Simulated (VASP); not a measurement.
Wanted: the native input for a VASP 6.6.1 run.

```yaml
Task: single point
Functional: LDA
Potentials_or_basis: VASP PAW LDA potentials, release 64 (Fe_sv, O)
Cutoff: 700 eV
k_mesh: 8 × 8 × 8
Occupations: gaussian, width 0.05 eV
Spin: collinear spin, ferromagnetic start
Starting_moments: "[4.0, 0.0] μB"
Hubbard_terms: Fe d U = 5.0 eV, J = 0.9 eV
Dipole_correction: no
LDAUTYPE: 1
Hund's_J: 0.9
Further_INCAR_settings: ALGO = Normal; EDIFF = 1e-06; NBANDS = 22
```

The structure of FeO lies in POSCAR:

```
FeO
1.0
    0.0000000000      2.1554001600      2.1554001600
    2.1554001600      0.0000000000      2.1554001600
    2.1554001600      2.1554001600      0.0000000000
Fe O
1 1
Direct
    0.0000000000      0.0000000000      0.0000000000
    0.5000000000      0.5000000000      0.5000000000
```

These files were run (other wordings do the same):

INCAR

```
ALGO     = Normal         # electronic algorithm
EDIFF    = 1E-6           # SCF threshold, eV
ENCUT    = 700            # plane-wave cutoff, eV
GGA_COMPAT= F            
ISIF     = 2              # what is computed and relaxed
ISMEAR   = 0              # smearing method
ISPIN    = 2              # spin polarisation
LASPH    = T              # aspherical terms in the spheres
LCHARG   = T              # write CHGCAR
LDAU     = T              # DFT+U
LDAUJ    = 0.9 0        
LDAUL    = 2 -1           # shell
LDAUPRINT= 1            
LDAUTYPE = 1            
LDAUU    = 5 0            # U, eV
LELF     = T              # ELF
LMAXMIX  = 4              # l up to which the mixer works
LORBIT   = 11             # projections on sites
LREAL    = F              # projectors in reciprocal space
LVHAR    = T            
LWAVE    = F              # write WAVECAR
MAGMOM   = 4 0            # initial moments
NBANDS   = 22             # bands
NELM     = 200            # most SCF steps
PREC     = Accurate       # precision mode
SIGMA    = 0.05           # smearing width, eV
```

KPOINTS

```
k-points
0
Gamma
  8 8 8
```

Potentials or basis: VASP PAW LDA potentials, release 64 (Fe_sv, O).

Run with:

```sh
$ cat potpaw_LDA.64/Fe_sv/POTCAR potpaw_LDA.64/O/POTCAR > POTCAR
$ mpirun -np 1 vasp_std > vasp.out
```

It gave:

| Property | Result |
| --- | --- |
| Pressure | -15.1 GPa |
| Band gap on the k mesh | zero (filled and empty bands overlap) |
| Net moment | 4.00 μB per cell |
| Site moments | Fe +3.62; O +0.23 μB |
| Valence electrons inside the program's atomic spheres | Fe 13.61; O 4.98 |

Caveat: the cell stands under tension; a cell with one magnetic atom can't hold antiferromagnetic order, which such compounds often take.

Run time: 28 s on 1 thread of AMD EPYC 9R45 96-Core Processor (Zen 5), with other jobs on the host, peak memory 0.13 GiB.
